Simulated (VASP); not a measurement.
Runs of VASP 6.6.1 on Ge. The structure is that of space group Im-3m (No. 229), or close to it. The cells are those of the table. This isn't the form of Ge at room conditions, which is diamond.

```tsv
task	cell	cutoff (eV)	gap on the mesh (eV)	pressure (GPa)
single point	a = 2.837 Å, angles 109.5°, 1 atom	520	none	1.7
relaxation of cell and atoms	relaxed to 1.5 GPa from a = 2.837 Å, angles 109.5°, 1 atom	600	none	1.5
single point	a = 2.856 Å, angles 109.5°, 1 atom	520	none	(a)
single point	a = 2.838 Å, angles 109.5°, 1 atom	520	none	1.6
```

Alike in all rows: level LDA; potentials or basis VASP PAW LDA potentials, release 64 (Ge_d); no spin polarisation; k mesh 16 × 16 × 16; smearing fermi-dirac 0.08 eV.

Fill in the values left out.

(a) 0.2.

Caveats: the cell is relaxed towards a set pressure, so the run minimises the enthalpy, not the energy (at least some runs).

A k mesh can miss the band edges, and the runs leave out spin-orbit coupling on Ge.

A gap of «none» marks levels without a gap at the run's occupations.
